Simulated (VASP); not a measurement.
# Ni: single point with r2SCAN

The system is Ni.

```xyz
2
Lattice="2.4642 0.0000 0.0000 -1.2321 2.1341 0.0000 0.0000 0.0000 4.0998" Properties=species:S:1:pos:R:3 pbc="T T T"
Ni    1.2321    0.7114    3.0748
Ni    0.0000    1.4227    1.0249
```

This isn't the form of Ni at room conditions, which is fcc.

```json
{
 "Program": "VASP 6.6.1",
 "Task": "single point",
 "Functional": "r2SCAN",
 "Potentials or basis": "VASP PAW PBE potentials, release 64 (Ni)",
 "Cutoff": "520 eV",
 "k mesh": "12 × 12 × 7",
 "Occupations": "fermi-dirac, width 0.05 eV",
 "Spin": "collinear spin, ferromagnetic start",
 "Starting moments": "[1.0, 1.0] μB",
 "Dipole correction": "no",
 "Further INCAR settings": "ALGO = Normal; EDIFF = 1e-06; NBANDS = 21"
}
```

The pressure is -4.1 GPa. The net moment is 1.43 μB per cell and the site moments are Ni +0.74 μB. The valence electrons inside the program's atomic spheres are Ni 9.36.

Stress tensor (GPa, compression positive):
```
-4.08  0.00  0.00
 0.00 -4.08  0.00
 0.00  0.00 -4.29
```

Levels at points of the mesh, in eV from the Fermi level:
Spin up:
```
           k point  band 7  band 8  band 9  band 10  band 11  band 12  band 13  band 14  band 15  band 16
(0.00, 0.00, 0.00)   -2.54   -1.91   -1.91    -1.00    -1.00    -0.58     5.46    23.72    25.93    25.93
(0.50, 0.00, 0.00)   -2.54   -1.02   -0.91    -0.84     0.97     3.03     9.59    10.21    12.63    13.72
```
Spin down:
| k point | band 7 | band 8 | band 9 | band 10 | band 11 | band 12 |
| --- | --- | --- | --- | --- | --- | --- |
| (0.00, 0.00, 0.00) | -1.36 | -1.10 | -1.10 | -0.77 | -0.14 | -0.14 |
| (0.50, 0.00, 0.00) | -1.23 | 0.03 | 0.29 | 0.41 | 1.83 | 3.65 |

Wall time 11 min on 1 thread of AMD EPYC 7571, on a shared host, peak memory 0.14 GiB.

Caveat: the cell stands under tension; the PAW data sets were made with another functional, which shifts forces and pressure a little.
